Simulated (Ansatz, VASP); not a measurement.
## Two plane-wave programs on Cu

```
Cu
1.0
    -1.46599    1.46599    1.29681
     1.46599   -1.46599    1.29681
     1.46599    1.46599   -1.29681
Cu
1
Direct
  0.00000 0.00000 0.00000
```

Alike in both runs: task single point; functional LDA; k mesh 24 × 24 × 24; occupations gaussian, width 0.15 eV; no spin polarisation.

|  | VASP | Ansatz |
| --- | --- | --- |
| version | VASP 6.6.1 | Ansatz 0.2.0 |
| potentials or method | VASP PAW LDA potentials, release 64 (Cu), cutoff 520 eV | scalar-relativistic, plane waves, PAW |
| valence electrons in the cell | 11 | 19 |

```csv
,VASP,Ansatz,Ansatz less VASP
gap on the k mesh at the Fermi level (eV),none,none,-
pressure (GPa),-2.0,-3.2,-1.13
"traceless stress, the component that is largest in VASP (GPa)",1.10,1.04,-0.054
```

Ansatz warns that its potentials were made for another functional, while VASP's fit it. LDA's correlation is that of Perdew and Zunger in VASP and of Perdew and Wang (1992) in Ansatz. A gap of «none» marks a metal or a gap that the smearing closes. VASP's potentials hold 11 valence electrons a cell and Ansatz's 19, so a difference there can come from the potentials and not from the codes.
